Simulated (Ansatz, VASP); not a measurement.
# Mg: VASP beside Ansatz

```xyz
2
Lattice="0.0000 3.1538 3.1538 3.1538 0.0000 3.1538 3.1538 3.1538 0.0000" Properties=species:S:1:pos:R:3 pbc="T T T"
Mg    0.7885    0.7885    0.7885
Mg    5.5192    5.5192    5.5192
```

Alike in both runs: task relaxation of cell and atoms; functional BLYP; k mesh 9 × 9 × 9; occupations fermi-dirac, width 0.1 eV; no spin polarisation.

```csv
,VASP,Ansatz
version,VASP 6.6.1,Ansatz 0.2.0
potentials or method,"VASP PAW PBE potentials, release 64 (Mg), cutoff 600 eV","plane waves (420 eV) with PAW, scalar-relativistic"
valence electrons in the cell,4,20
```

Ansatz gave:

* relaxed volume (Å³/atom): 45.41
* relaxed length of the cell vector where the two differ most in proportion (Å): 5.045

Task: Which values does VASP return?

Result: Relaxed volume (Å³/atom): 45.40; relaxed length of the cell vector where the two differ most in proportion (Å): 5.045.

VASP's potentials were made for PBE, not for BLYP. VASP's potentials hold 4 valence electrons a cell and Ansatz's 20, so a difference there can come from the potentials and not from the codes.

Noted on VASP's run: the volume moved by over 15 % at a fixed basis, so the end points are rough.
